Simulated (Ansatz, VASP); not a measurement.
## MoS2: VASP beside Ansatz

File INCAR:

```
SYSTEM = MoS2
PREC     = Accurate       ! precision mode
ENCUT    = 520            ! plane-wave cutoff, eV
EDIFF    = 1E-8           ! SCF threshold, eV
ISMEAR   = -1             ! smearing method
SIGMA    = 0.05           ! smearing width, eV
LREAL    = .FALSE.        ! projectors in reciprocal space
LASPH    = .TRUE.         ! aspherical terms in the spheres
NELM     = 80             ! most SCF steps
ALGO     = Normal         ! electronic algorithm
ISIF     = 2              ! what is computed and relaxed
LWAVE    = .FALSE.        ! write WAVECAR
LCHARG   = .FALSE.        ! write CHGCAR
GGA      = CA             ! functional
LEFG     = .TRUE.       
NBANDS   = 20             ! bands
```

The input KPOINTS:

```
regular mesh
0
G
  15 15 15
  0 0 0
```

The input POSCAR:

```
MoS2
1.0
    1.5498703497      0.8948180636      6.1233300000
   -1.5498703497      0.8948180636      6.1233300000
    0.0000000000     -1.7896361271      6.1233300000
Mo S
1 2
Direct
    0.0000000000      0.0000000000      0.0000000000
    0.7484000000      0.7484000000      0.7484000000
    0.5849000000      0.5849000000      0.5849000000
```

Input for Ansatz:

```yaml
crystal:
  lattice:
    - [1.5498703497, 0.8948180636, 6.12333]
    - [-1.5498703497, 0.8948180636, 6.12333]
    - [0.0, -1.7896361271, 6.12333]
  atoms:
    - { symbol: Mo, position: [0.0, 0.0, 0.0] }
    - { symbol: S, position: [0.7484, 0.7484, 0.7484] }
    - { symbol: S, position: [0.5849, 0.5849, 0.5849] }
kpoints:
  mp_grid: { grid: [15, 15, 15] }
scf:
  occupations: { method: fermi_dirac, width: 0.05 }
hamiltonian:
  xc: lda
  pseudopotentials: { kind: all_electron, datasets: crystal }
output:
  forces: true
  stress: true
  eigenvalues: true
  efg: { contact_densities: true }
```

Change from the starting cell: equal xx and yy strain of -2 %, crystal datasets.

Alike in both runs: task electric field gradients; functional LDA; k mesh 15 × 15 × 15; occupations fermi-dirac, width 0.05 eV; no spin polarisation.

```csv
,VASP,Ansatz
version,VASP 6.6.1,Ansatz 0.2.0
potentials or method,"VASP PAW LDA potentials, release 64 (Mo_sv, S), cutoff 520 eV","all-electron PAW with datasets made for the crystal, scalar-relativistic"
```

|  | VASP | Ansatz | Ansatz less VASP |
| --- | --- | --- | --- |
| pressure (GPa) | 8.6 | 8.5 | -0.05 |
| traceless stress, the component that is largest in VASP (GPa) | 3.01 | 3.07 | +0.054 |
| rms of the force components (eV/Å) | 0.632 | 0.629 | -0.0030 |
| size of Vzz on the site where it differs most (V/Å²) | 94.9 | 90.7 | -4.18 |

LDA's correlation is that of Perdew and Zunger in VASP and of Perdew and Wang (1992) in Ansatz. Atom by atom the forces differ by 0.003 eV/Å (rms over components). Ansatz ran all-electron here, and VASP with PAW potentials.
